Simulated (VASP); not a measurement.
MgS, 2 atoms in the cell. The structure is cubic, space group F-43m (No. 216). Conventional cell: a = 5.832 Å, b = 5.832 Å, c = 5.832 Å, α = 90.00°, β = 90.00°, γ = 90.00°. Within 3.3 Å of Mg (site symmetry -43m) lie 4 S at 2.53 Å. S (site symmetry -43m) has 4 Mg at 2.53 Å within 3.3 Å.  This cell differs from its parent crystal: strain +3.0%.

| Item | Value |
| --- | --- |
| Program | VASP 6.6.1 |
| Task | single point |
| Functional | PBE |
| Potentials or basis | VASP PAW PBE potentials, release 64 (Mg, S) |
| Cutoff | 520 eV |
| k mesh | 8 × 8 × 8 |
| Occupations | fermi-dirac, width 0.02 eV |
| Spin | no spin polarisation |
| Dipole correction | no |
| Further INCAR settings | ALGO = Normal; EDIFF = 1e-07; NBANDS = 11 |

Potentials or basis: VASP PAW PBE potentials, release 64 (Mg, S).

Launch:

```bash
$ cat potpaw_PBE.64/Mg/POTCAR potpaw_PBE.64/S/POTCAR > POTCAR
$ mpirun -np 1 vasp_std > vasp.out
```

Hardware: 1 thread of Intel(R) Xeon(R) 6975P-C (Granite Rapids), with other jobs on the host.

Question: How long does it take, and how much memory?

Answer: Run time: 5.8 s on 1 thread of Intel(R) Xeon(R) 6975P-C (Granite Rapids) (shared host), peak memory 0.17 GiB. Counts: scf iterations 13, k points 29.
